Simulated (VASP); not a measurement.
# Ca (P6/mmm) in VASP: further runs

Ca is run at these levels: LDA; tasks: single point.

Everything below comes from runs of VASP 6.6.1. Logs are shortened: lines on timing, memory, paths and dates and some standing lists are left out, and cuts for length are marked.

### Step 1. The cell of the first run

It takes space group P6/mmm (No. 191, hexagonal). Conventional cell: a = 3.514 Å, b = 3.514 Å, c = 3.232 Å, α = 90.00°, β = 90.00°, γ = 120.00°. Ca (site symmetry 6/mmm) has 8 Ca at 3.23 to 3.51 Å within 4.3 Å.

This isn't the form of Ca at room conditions, which is fcc.

### Step 2. Single point, LDA

INCAR

```
ALGO     = Normal         # electronic algorithm
EDIFF    = 1E-6           # SCF threshold, eV
ENCUT    = 520            # plane-wave cutoff, eV
ISIF     = 2              # what is computed and relaxed
ISMEAR   = -1             # smearing method
LASPH    = T              # aspherical terms in the spheres
LCHARG   = F              # write CHGCAR
LREAL    = F              # projectors in reciprocal space
LWAVE    = F              # write WAVECAR
NBANDS   = 11             # bands
NELM     = 100            # most SCF steps
PREC     = Accurate       # precision mode
SIGMA    = 0.08           # smearing width, eV
```

KPOINTS

```
k-points
0
Gamma
  12 12 12
```

POSCAR

```
Ca
1.0
    3.5136156505      0.0000000000      0.0000000000
   -1.7568078252      3.0428804124      0.0000000000
    0.0000000000      0.0000000000      3.2321223029
Ca
1
Direct
    0.0000000000      0.0000000000      0.0000000000
```

Potentials or basis: VASP PAW LDA potentials, release 64 (Ca_sv).

Launch:

```sh
> cat potpaw_LDA.64/Ca_sv/POTCAR > POTCAR
> mpirun -np 1 vasp_std > vasp.out
```

OUTCAR:

```text
EDIFF = 1E-6
   ENCUT = 520
   ISIF = 2
   ISMEAR = -1
   LASPH = T
   LREAL = F
   NELM = 100
   PREC = Accurate

 ion  position               nearest neighbor table
   1  0.000  0.000  0.000-

  LATTYP: Found a hexagonal cell.
 ALAT       =     3.5136156505
 C/A-ratio  =     0.9198849915

  Lattice vectors:

 A1 = (   3.5136156505,   0.0000000000,   0.0000000000)
 A2 = (  -1.7568078252,   3.0428804124,   0.0000000000)
 A3 = (   0.0000000000,   0.0000000000,   3.2321223029)

Analysis of symmetry for initial positions (statically):
=====================================================================
 Subroutine PRICEL returns:
 Original cell was already a primitive cell.

 Routine SETGRP: Setting up the symmetry group for a
 hexagonal supercell.

 Subroutine GETGRP returns: Found 24 space group operations
 (whereof 24 operations were pure point group operations)
 out of a pool of 24 trial point group operations.

The static configuration has the point symmetry D_6h.

Analysis of symmetry for dynamics (positions and initial velocities):
=====================================================================
 Subroutine PRICEL returns:
 Original cell was already a primitive cell.

 Routine SETGRP: Setting up the symmetry group for a
 hexagonal supercell.

 Subroutine GETGRP returns: Found 24 space group operations
 (whereof 24 operations were pure point group operations)
 out of a pool of 24 trial point group operations.

The dynamic configuration has the point symmetry D_6h.

 Subroutine INISYM returns: Found 24 space group operations
 (whereof 24 operations are pure point group operations),
 and found     1 'primitive' translations

----------------------------------------------------------------------------------------

                                     Primitive cell

  volume of cell :      34.5563

  direct lattice vectors                    reciprocal lattice vectors
     3.513615650  0.000000000  0.000000000     0.284607111  0.164317992  0.000000000
    -1.756807825  3.042880412  0.000000000     0.000000000  0.328635984  0.000000000
     0.000000000  0.000000000  3.232122303     0.000000000  0.000000000  0.309394233

  length of vectors
     3.513615650  3.513615650  3.232122303     0.328635984  0.328635984  0.309394233

  position of ions in fractional coordinates (direct lattice)
     0.000000000  0.000000000  0.000000000

  ion indices of the primitive-cell ions
   primitive index   ion index
                 1           1

----------------------------------------------------------------------------------------

 KPOINTS: k-points

Automatic generation of k-mesh.
 Grid dimensions read from file:
 generate k-points for:   12   12   12

 Generating k-lattice:

  Cartesian coordinates                     Fractional coordinates (reciprocal lattice)
     0.023717259  0.013693166  0.000000000     0.083333333  0.000000000  0.000000000
     0.000000000  0.027386332  0.000000000     0.000000000  0.083333333  0.000000000
     0.000000000  0.000000000  0.025782853     0.000000000  0.000000000  0.083333333

  Length of vectors
     0.027386332  0.027386332  0.025782853

  Shift w.r.t. Gamma in fractional coordinates (k-lattice)
     0.000000000  0.000000000  0.000000000

 Subroutine IBZKPT returns following result:
 ===========================================

 Found    133 irreducible k-points:

 Following reciprocal coordinates:
            Coordinates               Weight
  0.000000  0.000000  0.000000      1.000000
  0.083333  0.000000  0.000000      6.000000
  0.166667  0.000000  0.000000      6.000000
  0.250000  0.000000  0.000000      6.000000
  0.333333 -0.000000  0.000000      6.000000
  0.416667 -0.000000  0.000000      6.000000
[... 16 lines left out ...]
  0.250000  0.000000  0.083333     12.000000
  0.333333 -0.000000  0.083333     12.000000
 [... further k-points ...]
   k-points           NKPTS =    133   k-points in BZ     NKDIM =    133   number of bands    NBANDS=     11
   number of dos      NEDOS =    301   number of ions     NIONS =      1
   total plane-waves  NPLWV =  18816
   dimension x,y,z NGX =    28 NGY =   28 NGZ =   24
   dimension x,y,z NGXF=    56 NGYF=   56 NGZF=   48
   ions per type =               1
   NGX,Y,Z   is equivalent  to a cutoff of  13.25, 13.25, 12.34 a.u.
   NGXF,Y,Z  is equivalent  to a cutoff of  26.50, 26.50, 24.69 a.u.
 SYSTEM =  unknown system
   PREC   = accura    normal or accurate (medium, high low for compatibility)
   ISTART =      0    job   : 0-new  1-cont  2-samecut
   ICHARG =      2    charge: 1-file 2-atom 10-const
   ISPIN  =      1    spin polarized calculation?
   LNONCOLLINEAR =      F non collinear calculations
   LSORBIT =      F    spin-orbit coupling
   LASPH  =      T    aspherical Exc in radial PAW
   ENCUT  =  520.0 eV  38.22 Ry    6.18 a.u.   6.53  6.53  6.01*2*pi/ulx,y,z
   NELM   =    100;   NELMIN=  2; NELMDL= -5     # of ELM steps
   EDIFF  = 0.1E-05   stopping-criterion for ELM
   LREAL  =      F    real-space projection
   EDIFFG = 0.1E-04   stopping-criterion for IOM
   NSW    =      0    number of steps for IOM
   IBRION =     -1    ionic relax: 0-MD 1-quasi-New 2-CG
   NFREE  =      0    steps in history (QN), initial steepest desc. (CG)
   ISIF   =      2    stress and relaxation
   ISYM   =      2    0-nonsym 1-usesym 2-fastsym
   POTIM  = 0.5000    time-step for ionic-motion
   TEBEG  =    0.0;   TEEND  =   0.0 temperature during run
   PSTRESS=    0.0 pullay stress
   NELECT =      10.0000    total number of electrons
   NUPDOWN=      -1.0000    fix difference up-down
   EMIN   =  10.00;   EMAX   =-10.00  energy-range for DOS
   EFERMI =   0.00;   METHOD = LEGACY
   ISMEAR =    -1;   SIGMA  =   0.08  broadening in eV -4-tet -1-fermi 0-gaus
   EFERMI_NEDOS =   21; number of points for ismear=-14 and -15
   IALGO  =     38    algorithm
   IMIX   =      4    mixing-type and parameters
     AMIX     =   0.40;   BMIX     =  1.00
     AMIX_MAG =   1.60;   BMIX_MAG =  1.00
  volume/ion in A,a.u.               =      34.56       233.20
  Fermi-wavevector in a.u.,A,eV,Ry     =   1.082844  2.046278 15.953524  1.172551
  Thomas-Fermi vector in A             =   2.218895
   LORBIT       =      0    0 simple, 1 ext, 2 COOP (PROOUT), +10 PAW based schemes
   GGA     = CA    functional components
   LHFCALC =     F    Hartree Fock is set to
   AEXX    =    0.0000 exact exchange contribution
   IVDW    =     0    specifies the selected vdW correction
   LEPSILON=     F    determine dielectric tensor
   LRPA    =     F    only Hartree local field effects (RPA)
 non-spin polarized calculation
  energy-cutoff  :      520.00
  volume of cell :       34.56
 maximum number of plane-waves:       960
 NGX is ok and might be reduce to    28
   NGX = 13   NGY = 13   NGZ = 13

 number of electron      10.0000001 magnetization

 Free energy of the ion-electron system (eV)
  ---------------------------------------------------
  ext. energy  EPLUGINS =         0.00000000
  ---------------------------------------------------
  free energy    TOTEN  =        -1.98195129 eV

  energy without entropy =       -1.96095362  energy(sigma->0) =       -1.97145246

 E-fermi :   2.5267     XC(G=0):  -8.6256

 val. band max:        2.4950716618   @ k =   0.5000   0.0000   0.1667
 cond. band min:       2.5348127617   @ k =   0.3333   0.2500   0.3333
 fundamental gap:      0.0397410999
 Fermi energy:         2.5267293745

 k-point     1 :       0.0000    0.0000    0.0000
  band No.  band energies     occupation
      1     -38.6857      2.00000
      2     -19.8315      2.00000
      3     -19.8315      2.00000
      4     -19.7588      2.00000
      5      -1.6736      2.00000
      6       3.3316      0.00009
      7       4.9734      0.00000
      8       4.9734      0.00000
      9       7.4372      0.00000
     10       7.4372      0.00000
     11      12.7065      0.00000

 k-point     2 :       0.0833    0.0000    0.0000
  band No.  band energies     occupation
      1     -38.6830      2.00000
      2     -19.8543      2.00000
      3     -19.8366      2.00000
      4     -19.7565      2.00000
      5      -1.5359      2.00000
      6       3.3783      0.00005
      7       4.7909      0.00000
      8       5.0851      0.00000
      9       7.3055      0.00000
     10       7.4182      0.00000
     11      12.8694      0.00000

 k-point     3 :       0.1667    0.0000    0.0000
  band No.  band energies     occupation
      1     -38.6757      2.00000
      2     -19.9162      2.00000
      3     -19.8506      2.00000
      4     -19.7502      2.00000
      5      -1.1361      2.00000
      6       3.4991      0.00001
      7       4.3457      0.00000
      8       5.4108      0.00000
      9       6.9883      0.00000
     10       7.3668      0.00000
     11      12.4173      0.00000

 k-point     4 :       0.2500    0.0000    0.0000
  band No.  band energies     occupation
      1     -38.6656      2.00000
      2     -19.9996      2.00000
      3     -19.8697      2.00000
      4     -19.7415      2.00000
      5      -0.5150      2.00000
      6       3.6096      0.00000
      7       3.8464      0.00000
      8       5.9196      0.00000
      9       6.6245      0.00000
     10       7.2978      0.00000
     11      11.0502      0.00000

 k-point     5 :       0.3333   -0.0000    0.0000
  band No.  band energies     occupation
      1     -38.6556      2.00000
      2     -20.0816      2.00000
      3     -19.8887      2.00000
      4     -19.7329      2.00000
      5       0.2548      2.00000
      6       3.2882      0.00015
      7       3.7431      0.00000
      8       6.3139      0.00000
      9       6.5470      0.00000
     10       7.2303      0.00000
     11       9.8492      0.00000
[... 211 lines left out ...]
 k-point    21 :       0.0833    0.0000    0.0833
  band No.  band energies     occupation
      1     -38.6795      2.00000
      2     -19.8514      2.00000
      3     -19.8337      2.00000
      4     -19.7892      2.00000
      5      -1.4171      2.00000
      6       3.4428      0.00002
      7       4.8247      0.00000
      8       5.1151      0.00000
      9       7.1558      0.00000
     10       7.2778      0.00000
     11      12.3468      0.00000

 k-point    22 :       0.1667    0.0000    0.0833
  band No.  band energies     occupation
      1     -38.6722      2.00000
      2     -19.9130      2.00000
      3     -19.8477      2.00000
      4     -19.7824      2.00000
      5      -1.0211      2.00000
      6       3.5745      0.00000
      7       4.3851      0.00000
      8       5.4374      0.00000
      9       6.8143      0.00000
     10       7.2195      0.00000
     11      12.5546      0.00000

 k-point    23 :       0.2500    0.0000    0.0833
  band No.  band energies     occupation
      1     -38.6622      2.00000
      2     -19.9960      2.00000
      3     -19.8667      2.00000
      4     -19.7733      2.00000
      5      -0.4067      2.00000
      6       3.6821      0.00000
      7       3.9082      0.00000
      8       5.9376      0.00000
      9       6.4368      0.00000
     10       7.1432      0.00000
     11      11.2160      0.00000

 k-point    24 :       0.3333   -0.0000    0.0833
  band No.  band energies     occupation
      1     -38.6522      2.00000
      2     -20.0775      2.00000
      3     -19.8856      2.00000
      4     -19.7642      2.00000
      5       0.3542      2.00000
      6       3.3129      0.00011
      7       3.8599      0.00000
      8       6.1563      0.00000
      9       6.5390      0.00000
     10       7.0800      0.00000
     11       9.9736      0.00000

 [... further k-points ...]

------------------------ aborting loop because EDIFF is reached ----------------------------------------

  FORCE on cell =-STRESS in cart. coord.  units (eV):
  Direction    XX          YY          ZZ          XY          YZ          ZX
  --------------------------------------------------------------------------------------
  -------------------------------------------------------------------------------------
  Total        0.3423202      0.3423202      0.3395842      0.0000000     -0.0000000      0.0000000
  in kB       15.8714368     15.8714368     15.7445823      0.0000000     -0.0000000      0.0000000
  external PRESSURE =      15.8291520 kB  Pullay stress =       0.0000000 kB

 VOLUME and BASIS-vectors are now :
 -----------------------------------------------------------------------------
  energy-cutoff  :      520.00
  volume of cell :       34.56
      direct lattice vectors                 reciprocal lattice vectors
     3.513615650  0.000000000  0.000000000     0.284607111  0.164317992  0.000000000
    -1.756807825  3.042880412  0.000000000     0.000000000  0.328635984  0.000000000
     0.000000000  0.000000000  3.232122303     0.000000000  0.000000000  0.309394233

 POSITION                                       TOTAL-FORCE (eV/Angst)
 -----------------------------------------------------------------------------------
      0.00000      0.00000      0.00000         0.000000      0.000000      0.000000
 -----------------------------------------------------------------------------------
    total drift:                               -0.000000     -0.000000      0.000000

  FREE ENERGIE OF THE ION-ELECTRON SYSTEM (eV)
  ---------------------------------------------------
  free  energy   TOTEN  =        -1.9819512904 eV

  energy  without entropy=       -1.9609536232  energy(sigma->0) =       -1.97145246
```

Run time: 12 s. Hardware: 1 thread of Intel Xeon 6975P-C (Granite Rapids), shared host; peak memory 0.17 GiB.

What came out:

| Quantity | Value |
| --- | --- |
| Free energy | -1.9820 eV |
| Pressure | 1.6 GPa |
| Band gap on the k mesh | zero (bands 5 and 6 overlap by 0.81 eV) |

[end of part 1 of 2]
